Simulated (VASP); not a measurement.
# InP (F-43m) in VASP: notebook

The runs below take InP through single point, with PBE.

Everything below comes from runs of VASP 6.6.1. Logs are shortened: lines on timing, memory, paths and dates and some standing lists are left out, and cuts for length are marked.

## Step 1: The cell of the first run

The structure is cubic, space group F-43m (No. 216). Conventional cell: a = 5.838 Å, b = 5.838 Å, c = 5.838 Å, α = 90.00°, β = 90.00°, γ = 90.00°. Within 3.3 Å of In (site symmetry -43m) lie 4 P at 2.53 Å. P (site symmetry -43m) has 4 In at 2.53 Å within 3.3 Å.

## Step 2: Single point, PBE (volume scaled by 0.94)

Input file INCAR:

```
SYSTEM = InP
PREC = Accurate
ENCUT = 520
EDIFF = 1E-6
ISMEAR = 0
SIGMA = 0.02
LREAL = .FALSE.
LASPH = .TRUE.
NELM = 100
ALGO = Normal
ISIF = 2
LWAVE = .FALSE.
LCHARG = .FALSE.
GGA = PE
NBANDS = 16
```

Input file KPOINTS:

```
regular mesh
0
G
  10 10 10
  0 0 0
```

Input file POSCAR:

```
InP
1.0
    0.0000000000      2.9192001120      2.9192001120
    2.9192001120      0.0000000000      2.9192001120
    2.9192001120      2.9192001120      0.0000000000
In P
1 1
Direct
    0.0000000000      0.0000000000      0.0000000000
    0.2500000000      0.2500000000      0.2500000000
```

Potentials or basis: VASP PAW PBE potentials, release 64 (In_d, P).

The run is started by

```
$ cat potpaw_PBE.64/In_d/POTCAR potpaw_PBE.64/P/POTCAR > POTCAR
$ mpirun -np 1 vasp_std > vasp.out
```

OUTCAR:

```text
SYSTEM = InP
   PREC = Accurate
   ENCUT = 520
   EDIFF = 1E-6
   ISMEAR = 0
   LREAL = .FALSE.
   LASPH = .TRUE.
   NELM = 100
   ISIF = 2
   GGA = PE

 ion  position               nearest neighbor table
   1  0.000  0.000  0.000-   2 2.53   2 2.53   2 2.53   2 2.53
   2  0.250  0.250  0.250-   1 2.53   1 2.53   1 2.53   1 2.53

  LATTYP: Found a face centered cubic cell.
 ALAT       =     5.8384002240

  Lattice vectors:

 A1 = (   0.0000000000,   2.9192001120,   2.9192001120)
 A2 = (   2.9192001120,   0.0000000000,   2.9192001120)
 A3 = (   2.9192001120,   2.9192001120,   0.0000000000)

Analysis of symmetry for initial positions (statically):
=====================================================================
 Subroutine PRICEL returns:
 Original cell was already a primitive cell.

 Routine SETGRP: Setting up the symmetry group for a
 face centered cubic supercell.

 Subroutine GETGRP returns: Found 24 space group operations
 (whereof 24 operations were pure point group operations)
 out of a pool of 48 trial point group operations.

The static configuration has the point symmetry T_d .

Analysis of symmetry for dynamics (positions and initial velocities):
=====================================================================
 Subroutine PRICEL returns:
 Original cell was already a primitive cell.

 Routine SETGRP: Setting up the symmetry group for a
 face centered cubic supercell.

 Subroutine GETGRP returns: Found 24 space group operations
 (whereof 24 operations were pure point group operations)
 out of a pool of 48 trial point group operations.

The dynamic configuration has the point symmetry T_d .

 Subroutine INISYM returns: Found 24 space group operations
 (whereof 24 operations are pure point group operations),
 and found     1 'primitive' translations

----------------------------------------------------------------------------------------

                                     Primitive cell

  volume of cell :      49.7533

  direct lattice vectors                    reciprocal lattice vectors
     0.000000000  2.919200112  2.919200112    -0.171279796  0.171279796  0.171279796
     2.919200112  0.000000000  2.919200112     0.171279796 -0.171279796  0.171279796
     2.919200112  2.919200112  0.000000000     0.171279796  0.171279796 -0.171279796

  length of vectors
     4.128372390  4.128372390  4.128372390     0.296665309  0.296665309  0.296665309

  position of ions in fractional coordinates (direct lattice)
     0.000000000  0.000000000  0.000000000
     0.250000000  0.250000000  0.250000000

  ion indices of the primitive-cell ions
   primitive index   ion index
                 1           1
                 2           2

----------------------------------------------------------------------------------------

 KPOINTS: regular mesh

Automatic generation of k-mesh.
 Grid dimensions read from file:
 generate k-points for:   10   10   10

 Generating k-lattice:

  Cartesian coordinates                     Fractional coordinates (reciprocal lattice)
    -0.017127980  0.017127980  0.017127980     0.100000000  0.000000000  0.000000000
     0.017127980 -0.017127980  0.017127980     0.000000000  0.100000000  0.000000000
     0.017127980  0.017127980 -0.017127980     0.000000000  0.000000000  0.100000000

  Length of vectors
     0.029666531  0.029666531  0.029666531

  Shift w.r.t. Gamma in fractional coordinates (k-lattice)
     0.000000000  0.000000000  0.000000000

 Subroutine IBZKPT returns following result:
 ===========================================

 Found     47 irreducible k-points:

 Following reciprocal coordinates:
            Coordinates               Weight
  0.000000  0.000000  0.000000      1.000000
  0.100000  0.000000  0.000000      8.000000
  0.200000  0.000000  0.000000      8.000000
  0.300000  0.000000  0.000000      8.000000
  0.400000  0.000000  0.000000      8.000000
  0.500000  0.000000  0.000000      4.000000
[... 16 lines left out ...]
  0.300000  0.300000  0.000000      6.000000
  0.400000  0.300000  0.000000     24.000000
 [... further k-points ...]
   k-points           NKPTS =     47   k-points in BZ     NKDIM =     47   number of bands    NBANDS=     16
   number of dos      NEDOS =    301   number of ions     NIONS =      2
   total plane-waves  NPLWV =  32768
   dimension x,y,z NGX =    32 NGY =   32 NGZ =   32
   dimension x,y,z NGXF=    64 NGYF=   64 NGZF=   64
   ions per type =               1   1
   NGX,Y,Z   is equivalent  to a cutoff of  12.89, 12.89, 12.89 a.u.
   NGXF,Y,Z  is equivalent  to a cutoff of  25.77, 25.77, 25.77 a.u.
 SYSTEM =  InP
   PREC   = accura    normal or accurate (medium, high low for compatibility)
   ISTART =      0    job   : 0-new  1-cont  2-samecut
   ICHARG =      2    charge: 1-file 2-atom 10-const
   ISPIN  =      1    spin polarized calculation?
   LNONCOLLINEAR =      F non collinear calculations
   LSORBIT =      F    spin-orbit coupling
   LASPH  =      T    aspherical Exc in radial PAW
   ENCUT  =  520.0 eV  38.22 Ry    6.18 a.u.   7.68  7.68  7.68*2*pi/ulx,y,z
   NELM   =    100;   NELMIN=  2; NELMDL= -5     # of ELM steps
   EDIFF  = 0.1E-05   stopping-criterion for ELM
   LREAL  =      F    real-space projection
   EDIFFG = 0.1E-04   stopping-criterion for IOM
   NSW    =      0    number of steps for IOM
   IBRION =     -1    ionic relax: 0-MD 1-quasi-New 2-CG
   NFREE  =      0    steps in history (QN), initial steepest desc. (CG)
   ISIF   =      2    stress and relaxation
   ISYM   =      2    0-nonsym 1-usesym 2-fastsym
   POTIM  = 0.5000    time-step for ionic-motion
   TEBEG  =    0.0;   TEEND  =   0.0 temperature during run
   PSTRESS=    0.0 pullay stress
   NELECT =      18.0000    total number of electrons
   NUPDOWN=      -1.0000    fix difference up-down
   EMIN   =  10.00;   EMAX   =-10.00  energy-range for DOS
   EFERMI =   0.00;   METHOD = LEGACY
   ISMEAR =     0;   SIGMA  =   0.02  broadening in eV -4-tet -1-fermi 0-gaus
   EFERMI_NEDOS =   21; number of points for ismear=-14 and -15
   IALGO  =     38    algorithm
   IMIX   =      4    mixing-type and parameters
     AMIX     =   0.40;   BMIX     =  1.00
     AMIX_MAG =   1.60;   BMIX_MAG =  1.00
  volume/ion in A,a.u.               =      24.88       167.88
  Fermi-wavevector in a.u.,A,eV,Ry     =   1.166519  2.204401 18.514352  1.360766
  Thomas-Fermi vector in A             =   2.303031
   LORBIT       =      0    0 simple, 1 ext, 2 COOP (PROOUT), +10 PAW based schemes
   GGA     = PE    functional components
   LHFCALC =     F    Hartree Fock is set to
   AEXX    =    0.0000 exact exchange contribution
   IVDW    =     0    specifies the selected vdW correction
   LEPSILON=     F    determine dielectric tensor
   LRPA    =     F    only Hartree local field effects (RPA)
 non-spin polarized calculation
 Gauss-broadening in eV      SIGMA  =   0.02
  energy-cutoff  :      520.00
  volume of cell :       49.75
 maximum number of plane-waves:      1363
   NGX = 15   NGY = 15   NGZ = 15

 number of electron      18.0000001 magnetization

 Free energy of the ion-electron system (eV)
  ---------------------------------------------------
  ext. energy  EPLUGINS =         0.00000000
  ---------------------------------------------------
  free energy    TOTEN  =        -8.36883869 eV

  energy without entropy =       -8.36883869  energy(sigma->0) =       -8.36883869

 E-fermi :   5.4622     XC(G=0):  -9.3351

 val. band max:        5.3154630479   @ k =   0.0000   0.0000   0.0000
 cond. band min:       6.0910729623   @ k =   0.0000   0.0000   0.0000
 fundamental gap:      0.7756099144
 Fermi energy:         5.4622170505

 k-point     1 :       0.0000    0.0000    0.0000
  band No.  band energies     occupation
      1      -8.8928      2.00000
      2      -8.8928      2.00000
      3      -8.8928      2.00000
      4      -8.7347      2.00000
      5      -8.7347      2.00000
      6      -6.2818      2.00000
[... 8 lines left out ...]
     15      14.7839      0.00000
     16      14.7839      0.00000

 k-point     2 :       0.1000    0.0000    0.0000
  band No.  band energies     occupation
      1      -8.9059      2.00000
      2      -8.8877      2.00000
      3      -8.8877      2.00000
      4      -8.7348      2.00000
      5      -8.7348      2.00000
      6      -6.1647      2.00000
[... 8 lines left out ...]
     15      14.2913      0.00000
     16      14.5194      0.00000

 k-point     3 :       0.2000    0.0000    0.0000
  band No.  band energies     occupation
      1      -8.9390      2.00000
      2      -8.8753      2.00000
      3      -8.8753      2.00000
      4      -8.7336      2.00000
      5      -8.7336      2.00000
      6      -5.8281      2.00000
[... 8 lines left out ...]
     15      13.8696      0.00000
     16      14.7288      0.00000

 k-point     4 :       0.3000    0.0000    0.0000
  band No.  band energies     occupation
      1      -8.9774      2.00000
      2      -8.8625      2.00000
      3      -8.8625      2.00000
      4      -8.7295      2.00000
      5      -8.7295      2.00000
      6      -5.3239      2.00000
[... 8 lines left out ...]
     15      14.1659      0.00000
     16      14.2914      0.00000
[... 324 lines left out ...]
 k-point    22 :      -0.2000    0.2000    0.0000
  band No.  band energies     occupation
      1      -8.9881      2.00000
      2      -8.8540      2.00000
      3      -8.8523      2.00000
      4      -8.7397      2.00000
      5      -8.7261      2.00000
      6      -5.1537      2.00000
[... 8 lines left out ...]
     15      15.6389      0.00000
     16      16.7302      0.00000

 k-point    23 :       0.3000    0.3000    0.0000
  band No.  band energies     occupation
      1      -9.0281      2.00000
      2      -8.8226      2.00000
      3      -8.8226      2.00000
      4      -8.7680      2.00000
      5      -8.7108      2.00000
      6      -5.0066      2.00000
[... 8 lines left out ...]
     15      15.5161      0.00000
     16      18.3367      0.00000

 k-point    24 :       0.4000    0.3000    0.0000
  band No.  band energies     occupation
      1      -9.0484      2.00000
      2      -8.8132      2.00000
      3      -8.8096      2.00000
      4      -8.7716      2.00000
      5      -8.7070      2.00000
      6      -4.5783      2.00000
[... 8 lines left out ...]
     15      15.9421      0.00000
     16      18.1496      0.00000

 [... further k-points ...]
[... 5 lines left out ...]
  --------------------------------------------------------------------------------------
  -------------------------------------------------------------------------------------
  Total        1.2932650      1.2932650      1.2932650      0.0000000      0.0000000      0.0000000
  in kB       41.6463081     41.6463081     41.6463081      0.0000000      0.0000000      0.0000000
  external PRESSURE =      41.6463081 kB  Pullay stress =       0.0000000 kB

 VOLUME and BASIS-vectors are now :
 -----------------------------------------------------------------------------
  energy-cutoff  :      520.00
  volume of cell :       49.75
      direct lattice vectors                 reciprocal lattice vectors
     0.000000000  2.919200112  2.919200112    -0.171279796  0.171279796  0.171279796
     2.919200112  0.000000000  2.919200112     0.171279796 -0.171279796  0.171279796
     2.919200112  2.919200112  0.000000000     0.171279796  0.171279796 -0.171279796

 POSITION                                       TOTAL-FORCE (eV/Angst)
 -----------------------------------------------------------------------------------
      0.00000      0.00000      0.00000         0.000000      0.000000      0.000000
      1.45960      1.45960      1.45960        -0.000000     -0.000000     -0.000000
 -----------------------------------------------------------------------------------
    total drift:                               -0.000000     -0.000000      0.000000

  FREE ENERGIE OF THE ION-ELECTRON SYSTEM (eV)
  ---------------------------------------------------
  free  energy   TOTEN  =        -8.3688386868 eV

  energy  without entropy=       -8.3688386868  energy(sigma->0) =       -8.36883869
```

Run time: 13 s. Hardware: 1 thread of Intel Xeon 6975P-C (Granite Rapids), shared host; peak memory 0.19 GiB.

Results:

| Item | Value |
| --- | --- |
| Free energy | -8.3688 eV |
| Pressure | 4.2 GPa |
| Band gap on the k mesh | 0.78 eV, direct |

Caveat: spin-orbit coupling is left out, which moves the levels of the heavy elements.

[end of part 1 of 2]
